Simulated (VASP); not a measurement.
Ge, 6 atoms in the cell. The cell holds a slab with vacuum, 6 atoms: a = 3.998 Å, b = 3.998 Å, c = 27.430 Å, α = 90.00°, β = 90.00°, γ = 120.00°. 

- Program: VASP 6.6.1
- Task: single point
- Functional: PBE
- Potentials or basis: VASP PAW PBE potentials, release 64 (Ge_d)
- Cutoff: 520 eV
- k mesh: 9 × 9 × 1
- Occupations: gaussian, width 0.1 eV
- Spin: no spin polarisation
- Dipole correction: yes
- Further INCAR settings: ALGO = Normal; EDIFF = 1e-06; NBANDS = 51

Potentials or basis: VASP PAW PBE potentials, release 64 (Ge_d).

Run with:

```bash
$ cat potpaw_PBE.64/Ge_d/POTCAR > POTCAR
$ mpirun -np 1 vasp_std > vasp.out
```

Hardware: 1 thread of AMD EPYC 7R13 Processor (Zen 3), with other jobs on the host.

How long does it take, and how much memory?

It took 6.8 min on 1 thread of AMD EPYC 7R13 Processor (Zen 3), with other jobs on the host, peak memory 0.49 GiB. Counts: scf iterations 28, k points 12.
